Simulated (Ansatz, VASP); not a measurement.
**Two plane-wave programs on TiO2**

```
CELL_PARAMETERS angstrom
4.64282 0.00000 0.00000
0.00000 4.64282 0.00000
0.00000 0.00000 2.98303
ATOMIC_POSITIONS crystal
Ti 0.00000 0.00000 0.00000
Ti 0.50000 0.50000 0.50000
O 0.30580 0.30580 0.00000
O 0.19420 0.80580 0.50000
O 0.80580 0.19420 0.50000
O 0.69420 0.69420 0.00000
```

Change from the starting cell: hydrostatic strain +1.0%.

Alike in both runs: task single point; functional r2SCAN; k mesh 6 × 6 × 8; no spin polarisation.

|  | VASP | Ansatz |
| --- | --- | --- |
| version | VASP 6.6.1 | Ansatz 0.2.0 |
| potentials or method | VASP PAW PBE potentials, release 64 (Ti_sv, O) | plane waves, PAW |
| plane-wave cutoff (eV) | 520 | 500 |
| occupations | gaussian, width 0.01 eV | fixed |
| valence electrons in the cell | 48 | 48 |

Ansatz gave:

* gap on the k mesh at the Fermi level (eV): 2.18
* pressure (GPa): -6.7
* traceless stress, the component that is largest in VASP (GPa): -1.29
* rms of the force components (eV/Å): 0.001

Problem. What did VASP give for the same quantities?

Solution. gap on the k mesh at the Fermi level (eV): 2.19; pressure (GPa): -5.5; traceless stress, the component that is largest in VASP (GPa): -0.81; rms of the force components (eV/Å): 0.018.

VASP's potentials were made for PBE, not for r2SCAN. Atom by atom the forces differ by 0.017 eV/Å (rms over components).
